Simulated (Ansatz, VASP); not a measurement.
# AlN: VASP beside Ansatz

The input POSCAR:

```
AlN
1.0
    0.0000000000      2.1848764127      2.1848764127
    2.1848764127      0.0000000000      2.1848764127
    2.1848764127      2.1848764127      0.0000000000
Al N
1 1
Direct
    0.0000000000      0.0000000000      0.0000000000
    0.2500000000      0.2500000000      0.2500000000
```

INCAR.step1

```
SYSTEM = AlN
  PREC = Accurate
  ENCUT = 520
  ISMEAR = 0
  SIGMA = 0.01
  LREAL = .False.
  LASPH = .True.
  NELM = 60
  NBANDS = 11
  GGA = PE
  ALGO = Normal
  EDIFF = 1E-4
  LWAVE = .True.
  LCHARG = .False.
```

INCAR.step2

```
SYSTEM = AlN
  PREC = Accurate
  ENCUT = 520
  EDIFF = 1E-6
  ISMEAR = 0
  SIGMA = 0.01
  LREAL = .False.
  LASPH = .True.
  NELM = 60
  ALGO = Normal
  ISIF = 2
  LWAVE = .False.
  LCHARG = .False.
  METAGGA = R2SCAN
  LMIXTAU = .True.
  NBANDS = 11
  ISTART = 1
```

KPOINTS

```
Automatic mesh
0
Gamma
  10 10 10
  0 0 0
```

Input for Ansatz:

```yaml
crystal:
  lattice:
    - [0.0, 2.1848764127, 2.1848764127]
    - [2.1848764127, 0.0, 2.1848764127]
    - [2.1848764127, 2.1848764127, 0.0]
  atoms:
    - { symbol: Al, position: [0.0, 0.0, 0.0] }
    - { symbol: "N", position: [0.25, 0.25, 0.25] }
kpoints:
  mp_grid: { grid: [10, 10, 10] }
  band_path:
    path:
      - [0.0, 0.0, 0.0]
      - [-0.5, -0.5, 0.0]
      - [-0.375, -0.375, 0.25]
      - [-0.375, 0.0, 0.375]
      - [0.0, 0.0, 0.5]
      - [-0.5, -0.25, 0.25]
      - [0.0, 0.5, 0.5]
    npoints: 1
hamiltonian:
  xc: r2scan
scf:
  occupations: { method: fixed }
  n_extra_bands: 4
output:
  forces: true
  stress: true
  eigenvalues: true
```

Alike in both runs: task single point; functional r2SCAN; k mesh 10 × 10 × 10; no spin polarisation.

```csv
,VASP,Ansatz
version,VASP 6.6.1,Ansatz 0.2.0
potentials or method,"VASP PAW PBE potentials, release 64 (Al, N)","plane waves, PAW"
plane-wave cutoff (eV),520,500
occupations,"gaussian, width 0.01 eV",fixed
valence electrons in the cell,8,8
```

|  | VASP | Ansatz | Ansatz less VASP |
| --- | --- | --- | --- |
| gap on the k mesh at the Fermi level (eV) | 3.93 | 3.94 | +0.007 |
| pressure (GPa) | -0.4 | 0.0 | +0.39 |

VASP's potentials were made for PBE, not for r2SCAN.
